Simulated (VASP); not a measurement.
Be:

```
CELL_PARAMETERS angstrom
0.00000 1.31012 1.31012
1.31012 0.00000 1.31012
1.31012 1.31012 0.00000
ATOMIC_POSITIONS crystal
Be 0.00000 0.00000 0.00000
```

This cell differs from its parent crystal: volume scaled by 0.6.

Base run:

* Program: VASP 6.6.1
* Functional: LDA
* Potentials or basis: VASP PAW LDA potentials, release 64 (Be)
* Cutoff: 520 eV
* k mesh: 21 × 21 × 21
* Occupations: fermi-dirac, width 0.05 eV
* Spin: no spin polarisation

Its results: band gap on the k mesh zero (band 1 reaches 13.19 eV, above the bottom of band 2 at 12.46 eV); pressure 158.8 GPa.

Problem. The run is repeated on the same cell with these changes: functional from LDA to PBEsol; potentials or basis from VASP PAW LDA potentials, release 64 (Be) to VASP PAW PBE potentials, release 64 (Be). What comes out?

Solution. Band gap on the k mesh zero (band 1 reaches 13.54 eV, above the bottom of band 2 at 12.81 eV); pressure 170.5 GPa.

Caveats: the PAW data sets were made with another functional, which shifts forces and pressure a little (some runs).
